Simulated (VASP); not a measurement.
Set up this calculation in VASP 6.6.1, as the native input.

| Item | Value |
| --- | --- |
| Task | single point |
| Functional | PBE |
| Dispersion | D3(BJ) |
| Potentials or basis | VASP PAW PBE potentials, release 64 (Ge_d) |
| Cutoff | 520 eV |
| k mesh | 12 × 12 × 1 |
| Occupations | gaussian, width 0.1 eV |
| Spin | no spin polarisation |
| Dipole correction | yes |
| Further INCAR settings | ALGO = Normal; EDIFF = 1e-07; NBANDS = 21 |

The structure of Ge lies in POSCAR:

```
Ge
1.0
    3.7710000000      0.0000000000      0.0000000000
   -1.8855000000      3.2657817977      0.0000000000
    0.0000000000      0.0000000000     28.0000000000
Ge
2
Direct
    0.3333333333      0.6666666667      0.5183214286
    0.6666666667      0.3333333333      0.4816785714
```

One way to write it, as run:

INCAR

```
PREC = Accurate
ENCUT = 520
EDIFF = 1E-7
ISMEAR = 0
SIGMA = 0.1
LREAL = False
LASPH = True
NELM = 80
ALGO = Normal
ISIF = 2
LWAVE = False
LCHARG = True
LDIPOL = True
IDIPOL = 3
DIPOL = 0.5 0.5 0.500
GGA = PE
IVDW = 12
LELF = True
LVHAR = True
LVACPOTAV = True
NBANDS = 21
```

KPOINTS

```
regular mesh
0
Gamma
  12 12 1
```

Potentials or basis: VASP PAW PBE potentials, release 64 (Ge_d).

Run with:

```bash
$ cat potpaw_PBE.64/Ge_d/POTCAR > POTCAR
$ mpirun -np 1 vasp_std > vasp.out
```

Results of the run:

| Quantity | Value |
| --- | --- |
| Largest force | 0.606 eV/Å |
| Band gap on the k mesh | zero (band 14 reaches -2.33 eV, above the bottom of band 15 at -3.44 eV) |
| Dispersion energy per atom | -0.174 eV |
| Work function of the upper face | 4.10 eV |
| Work function of the lower face | 4.10 eV |

It took 2.5 min on 1 thread of Intel(R) Xeon(R) 6975P-C (Granite Rapids), with other jobs on the host, peak memory 0.45 GiB.
